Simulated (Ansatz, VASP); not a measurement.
**One calculation of Sc3Ga2As, two programs**

File INCAR:

```
PREC = Accurate
ENCUT = 600
EDIFF = 1E-6
ISMEAR = 0
SIGMA = 0.1
LREAL = F
LASPH = T
NELM = 80
ALGO = Normal
ISIF = 3
LWAVE = F
LCHARG = F
GGA = PE
IBRION = 2
NSW = 90
EDIFFG = -0.04
```

File KPOINTS:

```
Automatic mesh
0
Gamma
  3 3 6
```

Contents of POSCAR:

```
Sc3Ga2As
1.0
    5.8287183000      0.0000000000      0.0000000000
   -2.9143591500      5.0478181200      0.0000000000
    0.0000000000      0.0000000000      3.4934618100
Sc Ga As
3 2 1
Direct
    0.5000000000      0.0000000000      0.5000000000
    0.5000000000      0.5000000000      0.5000000000
    0.0000000000      0.5000000000      0.5000000000
    0.3333333300      0.6666666700      0.0000000000
    0.6666666700      0.3333333300      0.0000000000
    0.0000000000      0.0000000000      0.0000000000
```

Input for Ansatz:

```yaml
crystal:
  lattice:
    - [5.8287183, 0.0, 0.0]
    - [-2.91435915, 5.04781812, 0.0]
    - [0.0, 0.0, 3.49346181]
  atoms:
    - { symbol: Sc, position: [0.5, 0.0, 0.5] }
    - { symbol: Sc, position: [0.5, 0.5, 0.5] }
    - { symbol: Sc, position: [0.0, 0.5, 0.5] }
    - { symbol: Ga, position: [0.33333333, 0.66666667, 0.0] }
    - { symbol: Ga, position: [0.66666667, 0.33333333, 0.0] }
    - { symbol: As, position: [0.0, 0.0, 0.0] }
basis:
  ecutwfc: 420
kpoints:
  mp_grid: { grid: [3, 3, 6] }
hamiltonian:
  xc: pbe
scf:
  occupations: { method: gaussian, width: 0.1 }
  lower_state_search: "off"
output:
  forces: true
  stress: true
  eigenvalues: true
relax:
  adjacent_minimum: "off"
  f_tol: 0.04
  max_steps: 70
  cell: { stress_tol: 0.4 }
```

Change from the starting cell: species swapped into the ErCo3B2 type (P6/mmm, No. 191).

Alike in both runs: task relaxation of cell and atoms; functional PBE; k mesh 3 × 3 × 6; occupations gaussian, width 0.1 eV; no spin polarisation.

|  | VASP | Ansatz |
| --- | --- | --- |
| version | VASP 6.6.1 | Ansatz 0.2.0 |
| potentials or method | VASP PAW PBE potentials, release 64 (Sc_sv, Ga_d, As), cutoff 600 eV | scalar-relativistic, plane waves, PAW |
| valence electrons in the cell | 64 | 74 |

|  | VASP | Ansatz | Ansatz less VASP |
| --- | --- | --- | --- |
| gap on the k mesh at the Fermi level, each at its own relaxed structure (eV) | none | none | - |
| relaxed volume (Å³/atom) | 23.54 | 23.55 | +0.013 |
| relaxed cell length with the largest relative difference (Å) | 4.237 | 4.193 | -0.0439 |

A gap of «none» marks a metal or a gap that the smearing closes. VASP's potentials hold 64 valence electrons a cell and Ansatz's 74, so a difference there can come from the potentials and not from the codes.

The k mesh is coarse, so the values compare programs but aren't converged. Noted on VASP's run: the volume moved by over 15 % at a fixed basis, so the end points are rough.
